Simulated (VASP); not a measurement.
Wanted: the native input for a VASP 6.6.1 run.

```yaml
Task: single point
Functional: PBE
Potentials_or_basis: VASP PAW PBE potentials, release 64 (Hf_pv, O)
Cutoff: 520 eV
k_mesh: 6 × 6 × 2
Occupations: gaussian, width 0.05 eV
Spin: no spin polarisation
Dipole_correction: no
Further_INCAR_settings: ALGO = Normal; EDIFF = 1e-07; NBANDS = 56
```

The structure of HfO2 lies in POSCAR:

```
HfO2
1.0
   -3.6043047991      0.0000000000      0.0000000000
    0.0000000000     -3.6043047991      0.0000000000
    0.0000000000     -1.0812914397     10.5279346079
Hf O
4 8
Direct
    0.5000000000      0.4394900000      0.2017000000
    0.5000000000      0.2894900000      0.7017000000
    1.0000000000      0.8644900000      0.4517000000
    1.0000000000      0.7144900000      0.9517000000
    0.0000000000      0.4105021860      0.2983260466
    0.0000000000      0.2605021860      0.7983260466
    0.5000000000     -0.1065221860      0.3550739534
    0.5000000000     -0.2565221860      0.8550739534
    0.5000000000     -0.0315221860      0.1050739534
    0.5000000000     -0.1815221860      0.6050739534
    0.0000000000      0.4855021860      0.0483260466
    0.0000000000      0.3355021860      0.5483260466
```

The input as run:

INCAR

```
SYSTEM = HfO2
ALGO = Normal
EDIFF = 1E-7
ENCUT = 520
GGA = PE
ISIF = 2
ISMEAR = 0
LASPH = .TRUE.
LCHARG = .FALSE.
LREAL = .FALSE.
LWAVE = .FALSE.
NBANDS = 56
NELM = 100
PREC = Accurate
SIGMA = 0.05
```

KPOINTS

```
k-points
0
G
  6 6 2
  0 0 0
```

Potentials or basis: VASP PAW PBE potentials, release 64 (Hf_pv, O).

The run is started by

```sh
$ cat potpaw_PBE.64/Hf_pv/POTCAR potpaw_PBE.64/O/POTCAR > POTCAR
$ mpirun -np 1 vasp_std > vasp.out
```

Results of the run:

* Pressure: 55.6 GPa
* Largest force: 113.505 eV/Å
* Band gap on the k mesh: 2.81 eV, indirect (least direct gap 3.00 eV)

Caveat: spin-orbit coupling is left out, which moves the levels of the heavy elements; forces of over 1 eV/Å act on the atoms, so gaps and moduli don't describe the material at rest.

Run time: 4.9 min on 1 thread of Intel Xeon 6975P-C (shared host), peak memory 0.34 GiB.
